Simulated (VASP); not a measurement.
# Rb2Pt (P-3m1) in VASP: relaxation of cell and atoms with PBE

Aim: the relaxation of cell and atoms of Rb2Pt with PBE.

All numbers are computed with VASP 6.6.1; they aren't measurements. Logs are shortened: lines on timing, memory, paths and dates and some standing lists are left out, and cuts for length are marked.

## Step 1: The cell of the first run

Symmetry: P-3m1, No. 164, trigonal system. The conventional cell has a = 4.737 Å, b = 4.737 Å, c = 9.904 Å, α = 90.00°, β = 90.00°, γ = 120.00°. Rb (site symmetry 3m) has 3 Pt at 3.95 Å and 9 Rb at 4.74 to 5.01 Å within 5.2 Å. Within 5.2 Å of Pt (site symmetry -3m) lie 6 Rb at 3.95 Å and 6 Pt at 4.74 Å.

The cell was generated, and may not be a known phase.

## Step 2: Relaxation of cell and atoms, PBE

Input file INCAR:

```
SYSTEM = Rb2Pt
PREC = Accurate
ENCUT = 570
EDIFF = 1E-7
ISMEAR = 0
SIGMA = 0.1
LREAL = .False.
LASPH = .True.
NELM = 120
ALGO = Normal
ISIF = 3
LWAVE = .False.
LCHARG = .False.
GGA = PE
IBRION = 2
NSW = 90
EDIFFG = -0.04
GGA_COMPAT = .False.
NELMIN = 4
```

Input file KPOINTS:

```
regular mesh
0
Gamma
  6 6 2
  0 0 0
```

Input file POSCAR:

```
Rb2Pt
1.0
    4.7367731000      0.0000000000      0.0000000000
   -2.3683865500      4.1021658400      0.0000000000
    0.0000000000      0.0000000000      9.9038595200
Rb Pt
2 1
Direct
    0.6666666700      0.3333333300      0.7117676800
    0.3333333300      0.6666666700      0.2882323200
    0.0000000000      0.0000000000      0.0000000000
```

Potentials or basis: VASP PAW PBE potentials, release 64 (Rb_sv, Pt_sv_GW).

On the command line:

```bash
> cat potpaw_PBE.64/Rb_sv/POTCAR potpaw_PBE.64/Pt_sv_GW/POTCAR > POTCAR
> mpirun -np 1 vasp_std > vasp.out
```

OUTCAR:

```text
SYSTEM = Rb2Pt
   PREC = Accurate
   ENCUT = 570
   EDIFF = 1E-7
   ISMEAR = 0
   LREAL = .False.
   LASPH = .True.
   NELM = 120
   ISIF = 3
   GGA = PE
   IBRION = 2
   NSW = 90
   EDIFFG = -0.04
   NELMIN = 4

 ion  position               nearest neighbor table
   1  0.667  0.333  0.712-   3 3.95   3 3.95   3 3.95   2 5.01   2 5.01   2 5.01
   2  0.333  0.667  0.288-   3 3.95   3 3.95   3 3.95   1 5.01   1 5.01   1 5.01
   3  0.000  0.000  0.000-   1 3.95   2 3.95   1 3.95   2 3.95   1 3.95   2 3.95

  LATTYP: Found a hexagonal cell.
 ALAT       =     4.7367731000
 C/A-ratio  =     2.0908452465

  Lattice vectors:

 A1 = (   4.7367731000,   0.0000000000,   0.0000000000)
 A2 = (  -2.3683865500,   4.1021658400,   0.0000000000)
 A3 = (   0.0000000000,   0.0000000000,   9.9038595200)

Analysis of symmetry for initial positions (statically):
=====================================================================
 Subroutine PRICEL returns:
 Original cell was already a primitive cell.

 Routine SETGRP: Setting up the symmetry group for a
 hexagonal supercell.

 Subroutine GETGRP returns: Found 12 space group operations
 (whereof 12 operations were pure point group operations)
 out of a pool of 24 trial point group operations.

The static configuration has the point symmetry D_3d.

Analysis of symmetry for dynamics (positions and initial velocities):
=====================================================================
 Subroutine PRICEL returns:
 Original cell was already a primitive cell.

 Routine SETGRP: Setting up the symmetry group for a
 hexagonal supercell.

 Subroutine GETGRP returns: Found 12 space group operations
 (whereof 12 operations were pure point group operations)
 out of a pool of 24 trial point group operations.

The dynamic configuration has the point symmetry D_3d.

 Subroutine INISYM returns: Found 12 space group operations
 (whereof 12 operations are pure point group operations),
 and found     1 'primitive' translations

----------------------------------------------------------------------------------------

                                     Primitive cell

  volume of cell :     192.4422

  direct lattice vectors                    reciprocal lattice vectors
     4.736773100  0.000000000  0.000000000     0.211114187  0.121886832  0.000000000
    -2.368386550  4.102165840  0.000000000     0.000000000  0.243773665  0.000000000
     0.000000000  0.000000000  9.903859520     0.000000000  0.000000000  0.100970738

  length of vectors
     4.736773100  4.736773103  9.903859520     0.243773665  0.243773665  0.100970738

  position of ions in fractional coordinates (direct lattice)
     0.666666670  0.333333330  0.711767680
     0.333333330  0.666666670  0.288232320
     0.000000000  0.000000000  0.000000000

  ion indices of the primitive-cell ions
   primitive index   ion index
                 1           1
                 2           2
                 3           3

----------------------------------------------------------------------------------------

 KPOINTS: regular mesh

Automatic generation of k-mesh.
 Grid dimensions read from file:
 generate k-points for:    6    6    2

 Generating k-lattice:

  Cartesian coordinates                     Fractional coordinates (reciprocal lattice)
     0.035185698  0.020314472  0.000000000     0.166666667  0.000000000  0.000000000
     0.000000000  0.040628944  0.000000000     0.000000000  0.166666667  0.000000000
     0.000000000  0.000000000  0.050485369     0.000000000  0.000000000  0.500000000

  Length of vectors
     0.040628944  0.040628944  0.050485369

  Shift w.r.t. Gamma in fractional coordinates (k-lattice)
     0.000000000  0.000000000  0.000000000

 Subroutine IBZKPT returns following result:
 ===========================================

 Found     14 irreducible k-points:

 Following reciprocal coordinates:
            Coordinates               Weight
  0.000000  0.000000  0.000000      1.000000
  0.166667 -0.000000  0.000000      6.000000
  0.333333 -0.000000  0.000000      6.000000
  0.500000 -0.000000  0.000000      3.000000
  0.166667  0.166667  0.000000      6.000000
  0.333333  0.166667  0.000000     12.000000
  0.333333  0.333333  0.000000      2.000000
  0.000000  0.000000  0.500000      1.000000
  0.166667 -0.000000  0.500000      6.000000
  0.333333 -0.000000  0.500000      6.000000
  0.500000 -0.000000  0.500000      3.000000
  0.166667  0.166667  0.500000      6.000000
  0.333333  0.166667  0.500000     12.000000
  0.333333  0.333333  0.500000      2.000000
   k-points           NKPTS =     14   k-points in BZ     NKDIM =     14   number of bands    NBANDS=     22
   number of dos      NEDOS =    301   number of ions     NIONS =      3
   total plane-waves  NPLWV = 128000
   dimension x,y,z NGX =    40 NGY =   40 NGZ =   80
   dimension x,y,z NGXF=    80 NGYF=   80 NGZF=  160
   ions per type =               2   1
   NGX,Y,Z   is equivalent  to a cutoff of  14.04, 14.04, 13.43 a.u.
   NGXF,Y,Z  is equivalent  to a cutoff of  28.08, 28.08, 26.86 a.u.
 SYSTEM =  Rb2Pt
   PREC   = accura    normal or accurate (medium, high low for compatibility)
   ISTART =      0    job   : 0-new  1-cont  2-samecut
   ICHARG =      2    charge: 1-file 2-atom 10-const
   ISPIN  =      1    spin polarized calculation?
   LNONCOLLINEAR =      F non collinear calculations
   LSORBIT =      F    spin-orbit coupling
   LASPH  =      T    aspherical Exc in radial PAW
   ENCUT  =  570.0 eV  41.89 Ry    6.47 a.u.   9.22  9.22 19.28*2*pi/ulx,y,z
   NELM   =    120;   NELMIN=  4; NELMDL= -5     # of ELM steps
   EDIFF  = 0.1E-06   stopping-criterion for ELM
   LREAL  =      F    real-space projection
   EDIFFG = -.4E-01   stopping-criterion for IOM
   NSW    =     90    number of steps for IOM
   IBRION =      2    ionic relax: 0-MD 1-quasi-New 2-CG
   NFREE  =      1    steps in history (QN), initial steepest desc. (CG)
   ISIF   =      3    stress and relaxation
   ISYM   =      2    0-nonsym 1-usesym 2-fastsym
   POTIM  = 0.5000    time-step for ionic-motion
   TEBEG  =    0.0;   TEEND  =   0.0 temperature during run
   PSTRESS=    0.0 pullay stress
   NELECT =      36.0000    total number of electrons
   NUPDOWN=      -1.0000    fix difference up-down
   EMIN   =  10.00;   EMAX   =-10.00  energy-range for DOS
   EFERMI =   0.00;   METHOD = LEGACY
   ISMEAR =     0;   SIGMA  =   0.10  broadening in eV -4-tet -1-fermi 0-gaus
   EFERMI_NEDOS =   21; number of points for ismear=-14 and -15
   IALGO  =     38    algorithm
   IMIX   =      4    mixing-type and parameters
     AMIX     =   0.40;   BMIX     =  1.00
     AMIX_MAG =   1.60;   BMIX_MAG =  1.00
  volume/ion in A,a.u.               =      64.15       432.89
  Fermi-wavevector in a.u.,A,eV,Ry     =   0.936287  1.769326 11.927316  0.876633
  Thomas-Fermi vector in A             =   2.063281
   LORBIT       =      0    0 simple, 1 ext, 2 COOP (PROOUT), +10 PAW based schemes
   GGA     = PE    functional components
   LHFCALC =     F    Hartree Fock is set to
   AEXX    =    0.0000 exact exchange contribution
   IVDW    =     0    specifies the selected vdW correction
   LEPSILON=     F    determine dielectric tensor
   LRPA    =     F    only Hartree local field effects (RPA)
 conjugate gradient relaxation of ions
 non-spin polarized calculation
 Gauss-broadening in eV      SIGMA  =   0.10
  energy-cutoff  :      570.00
  volume of cell :      192.44
 maximum number of plane-waves:      6009
 NGX is ok and might be reduce to    40
   NGX = 19   NGY = 19   NGZ = 39

--------------------------------------- Ionic step        1  -------------------------------------------

 number of electron      36.0000001 magnetization

 Free energy of the ion-electron system (eV)
  ---------------------------------------------------
  ext. energy  EPLUGINS =         0.00000000
  ---------------------------------------------------
  free energy    TOTEN  =        -5.73936815 eV

  energy without entropy =       -5.70721226  energy(sigma->0) =       -5.72329020

 E-fermi :  -0.1339     XC(G=0):  -6.2554

 val. band max:       -0.2475379727   @ k =   0.5000  -0.0000   0.0000
 cond. band min:      -0.1330735461   @ k =   0.3333  -0.0000   0.5000
 fundamental gap:      0.1144644265
 Fermi energy:        -0.1339224733

 k-point     1 :       0.0000    0.0000    0.0000
  band No.  band energies     occupation
      1     -95.9766      2.00000
      2     -50.1946      2.00000
      3     -50.1624      2.00000
      4     -50.1624      2.00000
      5     -28.3262      2.00000
      6     -28.3237      2.00000
[... 443 lines left out ...]
  FREE ENERGIE OF THE ION-ELECTRON SYSTEM (eV)
  ---------------------------------------------------
  free  energy   TOTEN  =        -6.9656859619 eV

  energy  without entropy=       -6.9505893689  energy(sigma->0) =       -6.95813767

[... ionic steps 4 to 18 ...]

--------------------------------------- Ionic step       19  -------------------------------------------

 number of electron      35.9999999 magnetization

------------------------ aborting loop because EDIFF is reached ----------------------------------------

  FORCE on cell =-STRESS in cart. coord.  units (eV):
  Direction    XX          YY          ZZ          XY          YZ          ZX
  --------------------------------------------------------------------------------------
  -------------------------------------------------------------------------------------
  Total       -0.0609148     -0.0609148     -0.1111495      0.0000000      0.0000000      0.0000000
  in kB       -0.6712535     -0.6712535     -1.2248167      0.0000000      0.0000000      0.0000000
  external PRESSURE =      -0.8557746 kB  Pullay stress =       0.0000000 kB
[... 59 lines left out ...]
  energy  without entropy=       -7.4956670055  energy(sigma->0) =       -7.49567292

--------------------------------------- Ionic step       21  -------------------------------------------

 number of electron      35.9999999 magnetization

 Free energy of the ion-electron system (eV)
  ---------------------------------------------------
  ext. energy  EPLUGINS =         0.00000000
  ---------------------------------------------------
  free energy    TOTEN  =        -7.49673602 eV

  energy without entropy =       -7.49672752  energy(sigma->0) =       -7.49673177

 E-fermi :   0.4609     XC(G=0):  -6.8089

 val. band max:        0.1816555392   @ k =   0.5000  -0.0000   0.0000
 cond. band min:       0.6921148657   @ k =   0.0000   0.0000   0.5000
 fundamental gap:      0.5104593265
 Fermi energy:         0.4609456110

 k-point     1 :       0.0000    0.0000    0.0000
  band No.  band energies     occupation
      1     -95.1092      2.00000
      2     -49.3284      2.00000
      3     -49.3284      2.00000
      4     -49.3030      2.00000
      5     -26.7440      2.00000
      6     -26.7088      2.00000
[... 369 lines left out ...]
  FREE ENERGIE OF THE ION-ELECTRON SYSTEM (eV)
  ---------------------------------------------------
  free  energy   TOTEN  =        -7.4967360237 eV

  energy  without entropy=       -7.4967275237  energy(sigma->0) =       -7.49673177

 reached required accuracy - stopping structural energy minimisation
```

Wall time 34 min (1 thread of Intel Xeon Platinum 8375C at 2.90GHz (Ice Lake), shared host); peak memory 0.45 GiB.

Results:

| Property | Result |
| --- | --- |
| Free energy | -7.4967 eV |
| Relaxed volume | 48.98 Å³/atom |
| Relaxed cell | a = 5.141 Å, b = 5.141 Å, c = 6.419 Å, α = 90.00°, β = 90.00°, γ = 120.00° |
| Space group after relaxing (to 0.1 Å) | P-3m1 (No. 164) |
| Energy gained by relaxing | 585.8 meV/atom |
| Ionic steps | 21 |
| Pressure after relaxing | 0.0 GPa |
| Largest force after relaxing | 0.022 eV/Å |
| Band gap on the k mesh | 0.51 eV (least direct gap 0.57 eV) |

Forces on the atoms (eV/Å):
```
Rb   0.000  0.000  0.022
Rb   0.000  0.000 -0.022
Pt   0.000  0.000  0.000
```

The path:
| step | energy change (eV) | largest force (eV/Å) | pressure (GPa) | volume (Å³) |
| --- | --- | --- | --- | --- |
| 1 | 0.0000 | 0.9055 | -1.88 | 192.44 |
| 2 | -0.4218 | 0.9607 | -1.68 | 172.10 |
| 3 | -1.2263 | 0.3006 | 1.93 | 117.68 |
| 4 | -1.2262 | 0.4187 | 1.24 | 121.98 |
| 5 | -1.4260 | 0.3652 | 1.01 | 125.55 |
| 6 | -1.7424 | 0.0254 | 0.36 | 133.09 |
| 7 | -1.7447 | 0.0128 | 0.23 | 133.71 |
| 8 | -1.7451 | 0.0047 | 0.27 | 133.59 |
| 9 | -1.7476 | 0.0592 | -0.05 | 136.97 |
| 10 | -1.7477 | 0.0515 | -0.01 | 136.55 |
| 11 | -1.7486 | 0.0504 | 0.03 | 137.00 |
| 12 | -1.7509 | 0.0469 | 0.03 | 138.33 |
| 13 | -1.7531 | 0.0377 | 0.11 | 140.93 |
| 14 | -1.7539 | 0.0424 | 0.06 | 141.94 |
| 15 | -1.7551 | 0.0542 | -0.05 | 144.43 |
| 16 | -1.7545 | 0.0753 | -0.24 | 149.47 |
| 17 | -1.7553 | 0.0595 | -0.20 | 145.89 |
| 18 | -1.7552 | 0.0551 | -0.07 | 144.90 |
| 19 | -1.7553 | 0.0573 | -0.09 | 145.39 |
| 20 | -1.7563 | 0.0433 | -0.06 | 146.01 |
| 21 | -1.7574 | 0.0221 | -0.02 | 146.94 |

Final structure:
```cif
data_structure
_symmetry_space_group_name_H-M 'P 1'
_symmetry_Int_Tables_number 1
_cell_length_a 5.1412
_cell_length_b 5.1412
_cell_length_c 6.4194
_cell_angle_alpha 90.000
_cell_angle_beta 90.000
_cell_angle_gamma 120.000
_cell_volume 146.94
loop_
_atom_site_label
_atom_site_type_symbol
_atom_site_fract_x
_atom_site_fract_y
_atom_site_fract_z
_atom_site_occupancy
Rb1 Rb 0.66667 0.33333 0.77646 1
Rb2 Rb 0.33333 0.66667 0.22354 1
Pt1 Pt 0.00000 0.00000 0.00000 1
```

Caveat: the volume moved by over 15 % at a fixed basis, so the end points are rough; spin-orbit coupling is left out, which moves the levels of the heavy elements. A k mesh can miss the band edges.
